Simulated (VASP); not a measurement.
# WC (Fm-3m) in VASP: further runs

The runs below take WC through single point, with LDA.

All numbers are computed with VASP 6.6.1; they aren't measurements. Logs are shortened: lines on timing, memory, paths and dates and some standing lists are left out, and cuts for length are marked.

### Step 1. The cell of the first run

It takes space group Fm-3m (No. 225, cubic). Conventional cell: a = 4.326 Å, b = 4.326 Å, c = 4.326 Å, α = 90.00°, β = 90.00°, γ = 90.00°. W (site symmetry m-3m) has 6 C at 2.16 Å within 2.9 Å. C (site symmetry m-3m) has 6 W at 2.16 Å within 2.9 Å.

### Step 2. Single point, LDA

The input, INCAR:

```
ALGO = Normal ; EDIFF = 1E-6
ENCUT = 520 ; ISIF = 2
ISMEAR = -1 ; LASPH = T
LCHARG = F ; LREAL = F
LWAVE = F ; NBANDS = 16
NELM = 60 ; PREC = Accurate
SIGMA = 0.1
```

The input, KPOINTS:

```
k-points
0
Gamma
  11 11 11
```

The input, POSCAR:

```
WC
1.0
    0.0000000000      2.1630495024      2.1630495024
    2.1630495024      0.0000000000      2.1630495024
    2.1630495024      2.1630495024      0.0000000000
W C
1 1
Direct
    0.0000000000      0.0000000000      0.0000000000
    0.5000000000      0.5000000000      0.5000000000
```

Potentials or basis: VASP PAW LDA potentials, release 64 (W_sv, C).

On the command line:

```
cat potpaw_LDA.64/W_sv/POTCAR potpaw_LDA.64/C/POTCAR > POTCAR
mpirun -np 1 vasp_std > vasp.out
```

OUTCAR:

```text
EDIFF = 1E-6
   ENCUT = 520
   ISIF = 2
   ISMEAR = -1
   LASPH = T
   LREAL = F
   NELM = 60
   PREC = Accurate

 ion  position               nearest neighbor table
   1  0.000  0.000  0.000-   2 2.16   2 2.16   2 2.16   2 2.16   2 2.16   2 2.16
   2  0.500  0.500  0.500-   1 2.16   1 2.16   1 2.16   1 2.16   1 2.16   1 2.16

  LATTYP: Found a face centered cubic cell.
 ALAT       =     4.3260990048

  Lattice vectors:

 A1 = (   0.0000000000,   2.1630495024,   2.1630495024)
 A2 = (   2.1630495024,   0.0000000000,   2.1630495024)
 A3 = (   2.1630495024,   2.1630495024,   0.0000000000)

Analysis of symmetry for initial positions (statically):
=====================================================================
 Subroutine PRICEL returns:
 Original cell was already a primitive cell.

 Routine SETGRP: Setting up the symmetry group for a
 face centered cubic supercell.

 Subroutine GETGRP returns: Found 48 space group operations
 (whereof 48 operations were pure point group operations)
 out of a pool of 48 trial point group operations.

The static configuration has the point symmetry O_h .

Analysis of symmetry for dynamics (positions and initial velocities):
=====================================================================
 Subroutine PRICEL returns:
 Original cell was already a primitive cell.

 Routine SETGRP: Setting up the symmetry group for a
 face centered cubic supercell.

 Subroutine GETGRP returns: Found 48 space group operations
 (whereof 48 operations were pure point group operations)
 out of a pool of 48 trial point group operations.

The dynamic configuration has the point symmetry O_h .

 Subroutine INISYM returns: Found 48 space group operations
 (whereof 48 operations are pure point group operations),
 and found     1 'primitive' translations

----------------------------------------------------------------------------------------

                                     Primitive cell

  volume of cell :      20.2409

  direct lattice vectors                    reciprocal lattice vectors
     0.000000000  2.163049502  2.163049502    -0.231155135  0.231155135  0.231155135
     2.163049502  0.000000000  2.163049502     0.231155135 -0.231155135  0.231155135
     2.163049502  2.163049502  0.000000000     0.231155135  0.231155135 -0.231155135

  length of vectors
     3.059013942  3.059013942  3.059013942     0.400372438  0.400372438  0.400372438

  position of ions in fractional coordinates (direct lattice)
     0.000000000  0.000000000  0.000000000
     0.500000000  0.500000000  0.500000000

  ion indices of the primitive-cell ions
   primitive index   ion index
                 1           1
                 2           2

----------------------------------------------------------------------------------------

 KPOINTS: k-points

Automatic generation of k-mesh.
 Grid dimensions read from file:
 generate k-points for:   11   11   11

 Generating k-lattice:

  Cartesian coordinates                     Fractional coordinates (reciprocal lattice)
    -0.021014103  0.021014103  0.021014103     0.090909091  0.000000000  0.000000000
     0.021014103 -0.021014103  0.021014103     0.000000000  0.090909091  0.000000000
     0.021014103  0.021014103 -0.021014103     0.000000000  0.000000000  0.090909091

  Length of vectors
     0.036397494  0.036397494  0.036397494

  Shift w.r.t. Gamma in fractional coordinates (k-lattice)
     0.000000000  0.000000000  0.000000000

 Subroutine IBZKPT returns following result:
 ===========================================

 Found     56 irreducible k-points:

 Following reciprocal coordinates:
            Coordinates               Weight
  0.000000  0.000000  0.000000      1.000000
  0.090909  0.000000  0.000000      8.000000
  0.181818  0.000000  0.000000      8.000000
  0.272727  0.000000  0.000000      8.000000
  0.363636  0.000000  0.000000      8.000000
  0.454545  0.000000  0.000000      8.000000
[... 16 lines left out ...]
 -0.272727  0.181818  0.000000     24.000000
 -0.181818  0.181818  0.000000     12.000000
 [... further k-points ...]
   k-points           NKPTS =     56   k-points in BZ     NKDIM =     56   number of bands    NBANDS=     16
   number of dos      NEDOS =    301   number of ions     NIONS =      2
   total plane-waves  NPLWV =  13824
   dimension x,y,z NGX =    24 NGY =   24 NGZ =   24
   dimension x,y,z NGXF=    48 NGYF=   48 NGZF=   48
   ions per type =               1   1
   NGX,Y,Z   is equivalent  to a cutoff of  13.04, 13.04, 13.04 a.u.
   NGXF,Y,Z  is equivalent  to a cutoff of  26.09, 26.09, 26.09 a.u.
 SYSTEM =  unknown system
   PREC   = accura    normal or accurate (medium, high low for compatibility)
   ISTART =      0    job   : 0-new  1-cont  2-samecut
   ICHARG =      2    charge: 1-file 2-atom 10-const
   ISPIN  =      1    spin polarized calculation?
   LNONCOLLINEAR =      F non collinear calculations
   LSORBIT =      F    spin-orbit coupling
   LASPH  =      T    aspherical Exc in radial PAW
   ENCUT  =  520.0 eV  38.22 Ry    6.18 a.u.   5.69  5.69  5.69*2*pi/ulx,y,z
   NELM   =     60;   NELMIN=  2; NELMDL= -5     # of ELM steps
   EDIFF  = 0.1E-05   stopping-criterion for ELM
   LREAL  =      F    real-space projection
   EDIFFG = 0.1E-04   stopping-criterion for IOM
   NSW    =      0    number of steps for IOM
   IBRION =     -1    ionic relax: 0-MD 1-quasi-New 2-CG
   NFREE  =      0    steps in history (QN), initial steepest desc. (CG)
   ISIF   =      2    stress and relaxation
   ISYM   =      2    0-nonsym 1-usesym 2-fastsym
   POTIM  = 0.5000    time-step for ionic-motion
   TEBEG  =    0.0;   TEEND  =   0.0 temperature during run
   PSTRESS=    0.0 pullay stress
   NELECT =      18.0000    total number of electrons
   NUPDOWN=      -1.0000    fix difference up-down
   EMIN   =  10.00;   EMAX   =-10.00  energy-range for DOS
   EFERMI =   0.00;   METHOD = LEGACY
   ISMEAR =    -1;   SIGMA  =   0.10  broadening in eV -4-tet -1-fermi 0-gaus
   EFERMI_NEDOS =   21; number of points for ismear=-14 and -15
   IALGO  =     38    algorithm
   IMIX   =      4    mixing-type and parameters
     AMIX     =   0.40;   BMIX     =  1.00
     AMIX_MAG =   1.60;   BMIX_MAG =  1.00
  volume/ion in A,a.u.               =      10.12        68.30
  Fermi-wavevector in a.u.,A,eV,Ry     =   1.574306  2.975007 33.721224  2.478440
  Thomas-Fermi vector in A             =   2.675460
   LORBIT       =      0    0 simple, 1 ext, 2 COOP (PROOUT), +10 PAW based schemes
   GGA     = CA    functional components
   LHFCALC =     F    Hartree Fock is set to
   AEXX    =    0.0000 exact exchange contribution
   IVDW    =     0    specifies the selected vdW correction
   LEPSILON=     F    determine dielectric tensor
   LRPA    =     F    only Hartree local field effects (RPA)
 non-spin polarized calculation
  energy-cutoff  :      520.00
  volume of cell :       20.24
 maximum number of plane-waves:       556
   NGX = 11   NGY = 11   NGZ = 11

 number of electron      17.9999999 magnetization

 Free energy of the ion-electron system (eV)
  ---------------------------------------------------
  ext. energy  EPLUGINS =         0.00000000
  ---------------------------------------------------
  free energy    TOTEN  =       -23.81550704 eV

  energy without entropy =      -23.77575916  energy(sigma->0) =      -23.79563310

 E-fermi :  12.9144     XC(G=0): -14.1197

 val. band max:       12.9078159383   @ k =  -0.2727   0.4545   0.1818
 cond. band min:      12.9205831508   @ k =   0.2727   0.2727   0.0000
 fundamental gap:      0.0127672125
 Fermi energy:        12.9143907074

 k-point     1 :       0.0000    0.0000    0.0000
  band No.  band energies     occupation
      1     -62.0099      2.00000
      2     -26.2577      2.00000
      3     -26.2577      2.00000
      4     -26.2577      2.00000
      5      -3.0462      2.00000
      6      10.0103      2.00000
[... 8 lines left out ...]
     15      22.6075      0.00000
     16      37.0433      0.00000

 k-point     2 :       0.0909    0.0000    0.0000
  band No.  band energies     occupation
      1     -62.0061      2.00000
      2     -26.3159      2.00000
      3     -26.2639      2.00000
      4     -26.2639      2.00000
      5      -2.7999      2.00000
      6       9.2293      2.00000
[... 8 lines left out ...]
     15      23.1796      0.00000
     16      34.6318      0.00000

 k-point     3 :       0.1818    0.0000    0.0000
  band No.  band energies     occupation
      1     -61.9962      2.00000
      2     -26.4693      2.00000
      3     -26.2802      2.00000
      4     -26.2802      2.00000
      5      -2.0996      2.00000
      6       7.7511      2.00000
[... 8 lines left out ...]
     15      24.5648      0.00000
     16      31.6604      0.00000

 k-point     4 :       0.2727    0.0000    0.0000
  band No.  band energies     occupation
      1     -61.9831      2.00000
      2     -26.6646      2.00000
      3     -26.3015      2.00000
      4     -26.3015      2.00000
      5      -1.0481      2.00000
      6       6.1634      2.00000
[... 8 lines left out ...]
     15      25.6681      0.00000
     16      29.7766      0.00000

 k-point     5 :       0.3636    0.0000    0.0000
  band No.  band energies     occupation
      1     -61.9711      2.00000
      2     -26.8390      2.00000
      3     -26.3209      2.00000
      4     -26.3209      2.00000
      5       0.2160      2.00000
      6       4.6298      2.00000
[... 8 lines left out ...]
     15      26.5218      0.00000
     16      27.0742      0.00000

 k-point     6 :       0.4545    0.0000    0.0000
  band No.  band energies     occupation
      1     -61.9640      2.00000
      2     -26.9404      2.00000
      3     -26.3324      2.00000
      4     -26.3324      2.00000
      5       1.5211      2.00000
      6       3.2295      2.00000
[... 8 lines left out ...]
     15      25.2866      0.00000
     16      25.2866      0.00000

 k-point     7 :       0.0909    0.0909    0.0000
  band No.  band energies     occupation
      1     -62.0049      2.00000
      2     -26.3118      2.00000
      3     -26.2776      2.00000
      4     -26.2776      2.00000
      5      -2.7231      2.00000
      6       9.0043      2.00000
[... 8 lines left out ...]
     15      23.3709      0.00000
     16      34.5073      0.00000

 k-point     8 :       0.1818    0.0909    0.0000
  band No.  band energies     occupation
      1     -61.9971      2.00000
      2     -26.4258      2.00000
      3     -26.3003      2.00000
      4     -26.2881      2.00000
      5      -2.1912      2.00000
      6       7.6152      2.00000
[... 8 lines left out ...]
     15      24.5158      0.00000
     16      31.7087      0.00000

 k-point     9 :       0.2727    0.0909    0.0000
  band No.  band energies     occupation
      1     -61.9850      2.00000
      2     -26.6030      2.00000
      3     -26.3247      2.00000
      4     -26.3067      2.00000
      5      -1.2896      2.00000
      6       6.2799      2.00000
[... 8 lines left out ...]
     15      25.7055      0.00000
     16      29.3976      0.00000
[... 172 lines left out ...]
 k-point    19 :       0.3636    0.1818    0.0000
  band No.  band energies     occupation
      1     -61.9704      2.00000
      2     -26.7242      2.00000
      3     -26.3908      2.00000
      4     -26.3829      2.00000
      5      -0.4146      2.00000
      6       5.1658      2.00000
[... 8 lines left out ...]
     15      25.4648      0.00000
     16      28.0829      0.00000

 k-point    20 :       0.4545    0.1818    0.0000
  band No.  band energies     occupation
      1     -61.9612      2.00000
      2     -26.8366      2.00000
      3     -26.4340      2.00000
      4     -26.3885      2.00000
      5       0.4424      2.00000
      6       4.4661      2.00000
[... 8 lines left out ...]
     15      24.6654      0.00000
     16      27.1562      0.00000

 k-point    21 :      -0.4545    0.1818    0.0000
  band No.  band energies     occupation
      1     -61.9572      2.00000
      2     -26.8813      2.00000
      3     -26.4721      2.00000
      4     -26.3764      2.00000
      5       1.0744      2.00000
      6       3.8719      2.00000
[... 8 lines left out ...]
     15      25.2471      0.00000
     16      26.8776      0.00000

 k-point    22 :      -0.3636    0.1818    0.0000
  band No.  band energies     occupation
      1     -61.9596      2.00000
      2     -26.8491      2.00000
      3     -26.4892      2.00000
      4     -26.3505      2.00000
      5       0.9920      2.00000
      6       3.9149      2.00000
[... 8 lines left out ...]
     15      25.7180      0.00000
     16      26.4874      0.00000

 k-point    23 :      -0.2727    0.1818    0.0000
  band No.  band energies     occupation
      1     -61.9676      2.00000
      2     -26.7566      2.00000
      3     -26.4725      2.00000
      4     -26.3187      2.00000
      5       0.1872      2.00000
      6       4.7212      2.00000
[... 8 lines left out ...]
     15      25.9689      0.00000
     16      26.5974      0.00000

 k-point    24 :      -0.1818    0.1818    0.0000
  band No.  band energies     occupation
      1     -61.9787      2.00000
      2     -26.6427      2.00000
      3     -26.4154      2.00000
      4     -26.2912      2.00000
      5      -0.7863      2.00000
      6       5.8515      2.00000
[... 8 lines left out ...]
     15      26.0436      0.00000
     16      27.0973      0.00000

 [... further k-points ...]

------------------------ aborting loop because EDIFF is reached ----------------------------------------

  FORCE on cell =-STRESS in cart. coord.  units (eV):
  Direction    XX          YY          ZZ          XY          YZ          ZX
  --------------------------------------------------------------------------------------
  -------------------------------------------------------------------------------------
  Total        0.2153997      0.2153997      0.2153997     -0.0000000      0.0000000      0.0000000
  in kB       17.0500756     17.0500756     17.0500756     -0.0000000      0.0000000      0.0000000
  external PRESSURE =      17.0500756 kB  Pullay stress =       0.0000000 kB

 VOLUME and BASIS-vectors are now :
 -----------------------------------------------------------------------------
  energy-cutoff  :      520.00
  volume of cell :       20.24
      direct lattice vectors                 reciprocal lattice vectors
     0.000000000  2.163049502  2.163049502    -0.231155135  0.231155135  0.231155135
     2.163049502  0.000000000  2.163049502     0.231155135 -0.231155135  0.231155135
     2.163049502  2.163049502  0.000000000     0.231155135  0.231155135 -0.231155135

 POSITION                                       TOTAL-FORCE (eV/Angst)
 -----------------------------------------------------------------------------------
      0.00000      0.00000      0.00000         0.000000      0.000000      0.000000
      2.16305      2.16305      2.16305         0.000000     -0.000000      0.000000
 -----------------------------------------------------------------------------------
    total drift:                                0.000000     -0.000000     -0.000000

  FREE ENERGIE OF THE ION-ELECTRON SYSTEM (eV)
  ---------------------------------------------------
  free  energy   TOTEN  =       -23.8155070443 eV

  energy  without entropy=      -23.7757591631  energy(sigma->0) =      -23.79563310
```

Run time: 51 s. Hardware: 1 thread of AMD EPYC 7R13, shared host; peak memory 0.11 GiB.

What came out:

```yaml
Free_energy: -23.8155 eV
Pressure: 1.7 GPa
Band_gap_on_the_k_mesh: zero (band 9 reaches 13.92 eV, above the bottom of band 10 at 10.67 eV)
```

Caveat: spin-orbit coupling is left out, which moves the levels of the heavy elements.

### Step 3. Single point, LDA

This run uses another cell than the first one, of 10.54 Å³/atom, 1.042 times its volume.

The input, INCAR:

```
PREC = Accurate
ENCUT = 520
EDIFF = 1E-6
ISMEAR = -1
SIGMA = 0.1
LREAL = F
LASPH = T
NELM = 80
ALGO = Normal
ISIF = 2
LWAVE = F
LCHARG = F
NBANDS = 16
```

The input, KPOINTS:

```
regular mesh
0
Gamma
  11 11 11
```

The input, POSCAR:

```
WC
1.0
    0.0000000000      2.1926840000      2.1926840000
    2.1926840000      0.0000000000      2.1926840000
    2.1926840000      2.1926840000      0.0000000000
W C
1 1
Direct
    0.0000000000      0.0000000000      0.0000000000
    0.5000000000      0.5000000000      0.5000000000
```

Potentials or basis: VASP PAW LDA potentials, release 64 (W_sv, C).

On the command line:

```
cat potpaw_LDA.64/W_sv/POTCAR potpaw_LDA.64/C/POTCAR > POTCAR
mpirun -np 1 vasp_std > vasp.out
```

Wall time 49 s (1 thread of AMD EPYC 7R13, shared host); peak memory 0.11 GiB.

Results (log left out):

```
Free energy            : -23.7833 eV
Pressure               : -13.6 GPa
Band gap on the k mesh : zero (band 9 reaches 13.19 eV, above the bottom of band 10 at 10.14 eV)
```

Levels at points of the mesh, in eV from the Fermi level:
```tsv
k point	band 6	band 7	band 8	band 9	band 10	band 11	band 12	band 13
(0.00, 0.00, 0.00)	-2.74	-2.74	-2.74	-1.01	-1.01	-1.01	-0.97	-0.97
```

Caveat: spin-orbit coupling is left out, which moves the levels of the heavy elements.

### Step 4. Single point, LDA

This run uses another cell than the first one, of 10.96 Å³/atom, 1.083 times its volume.

The input, INCAR:

```
PREC     = Accurate       # precision mode
ENCUT    = 520            # plane-wave cutoff, eV
EDIFF    = 1E-6           # SCF threshold, eV
ISMEAR   = -1             # smearing method
SIGMA    = 0.1            # smearing width, eV
LREAL    = F              # projectors in reciprocal space
LASPH    = T              # aspherical terms in the spheres
NELM     = 100            # most SCF steps
ALGO     = Normal         # electronic algorithm
ISIF     = 2              # what is computed and relaxed
LWAVE    = F              # write WAVECAR
LCHARG   = F              # write CHGCAR
NBANDS   = 16             # bands
```

The input, KPOINTS:

```
Automatic mesh
0
Gamma
  11 11 11
```

The input, POSCAR:

```
WC
1.0
    0.0000000000      2.2215384142      2.2215384142
    2.2215384142      0.0000000000      2.2215384142
    2.2215384142      2.2215384142      0.0000000000
W C
1 1
Direct
    0.0000000000      0.0000000000      0.0000000000
    0.5000000000      0.5000000000      0.5000000000
```

On the command line:

```
cat potpaw_LDA.64/W_sv/POTCAR potpaw_LDA.64/C/POTCAR > POTCAR
mpirun -np 1 vasp_std > vasp.out
```

Run time: 50 s. Hardware: 1 thread of AMD EPYC 7R13, shared host; peak memory 0.11 GiB.

It converged, with:

```yaml
Free_energy: -23.6787 eV
Pressure: -25.9 GPa
Band_gap_on_the_k_mesh: zero (band 9 reaches 12.52 eV, above the bottom of band 10 at 9.65 eV)
```

Levels at points of the mesh, in eV from the Fermi level:
| k point | band 7 | band 8 | band 9 | band 10 | band 11 | band 12 |
| --- | --- | --- | --- | --- | --- | --- |
| (0.00, 0.00, 0.00) | -2.60 | -2.60 | -0.93 | -0.93 | -0.93 | -0.93 |

Caveat: spin-orbit coupling is left out, which moves the levels of the heavy elements.

### Step 5. Summary

```csv
cell,gap on the mesh (eV),pressure (GPa)
"a = 3.059 Å, angles 60.0°, 2 atoms",none,1.7
"a = 3.101 Å, angles 60.0°, 2 atoms",none,-13.6
"a = 3.142 Å, angles 60.0°, 2 atoms",none,-25.9
```

Alike in all rows: task single point; level LDA; potentials or basis VASP PAW LDA potentials, release 64 (W_sv, C); no spin polarisation; k mesh 11 × 11 × 11; cutoff (eV) 520; smearing fermi-dirac 0.1 eV.

Caveats: spin-orbit coupling is left out, which moves the levels of the heavy elements.

Total energies depend on the potentials used, so only differences within one code and one set of settings carry meaning.
